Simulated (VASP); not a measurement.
Here is a VASP 6.6.1 calculation.

POSCAR

```
N
1.0
    4.0840619700      0.0000000000      0.0000000000
    0.0000000000      4.0840619700      0.0000000000
    0.0000000000      0.0000000000      5.3459132500
N
4
Direct
    0.4042752000      0.5957248000      0.5000000000
    0.0957248000      0.0957248000      0.0000000000
    0.5957248000      0.4042752000      0.5000000000
    0.9042752000      0.9042752000      0.0000000000
```

Contents of INCAR.step1:

```
SYSTEM = N
PREC = Accurate
ENCUT = 520
EDIFF = 1E-5
ISMEAR = -1
SIGMA = 0.05
LREAL = .FALSE.
LASPH = .TRUE.
NELM = 60
ALGO = Normal
ISIF = 2
LWAVE = .TRUE.
LCHARG = .FALSE.
NBANDS = 18
GGA = PE
```

The input INCAR.step2:

```
SYSTEM = N
PREC = Accurate
ENCUT = 520
EDIFF = 1E-7
ISMEAR = -1
SIGMA = 0.05
LREAL = .FALSE.
LASPH = .TRUE.
NELM = 60
ALGO = Normal
ISIF = 2
LWAVE = .FALSE.
LCHARG = .FALSE.
GGA = PE
LHFCALC = .TRUE.
AEXX = 0.25
HFSCREEN = 0.1
PRECFOCK = Normal
NBANDS = 18
ISTART = 1
```

KPOINTS

```
Automatic mesh
0
G
  4 4 3
  0 0 0
```

Potentials or basis: VASP PAW PBE potentials, release 64 (N).

Run with:

```sh
$ cat potpaw_PBE.64/N/POTCAR > POTCAR
$ cp INCAR.step1 INCAR
$ mpirun -np 1 vasp_std > vasp.out
$ cp INCAR.step2 INCAR
$ mpirun -np 1 vasp_std > vasp.out
```

**Question.** What does it give for the band gap on the k mesh?

**Answer.** 9.57 eV, indirect (least direct gap 9.78 eV).

**Question.** Estimate the pressure.

**Answer.** -0.6 GPa.

Forces on the atoms (eV/Å):
```
N    0.436 -0.436  0.000
N   -0.436 -0.436  0.000
N   -0.436  0.436  0.000
N    0.436  0.436  0.000
```

Caveat: the standard files for N, O and F lose accuracy on very short bonds; the PAW data sets were made with another functional, which shifts forces and pressure a little. A k mesh can miss the band edges.
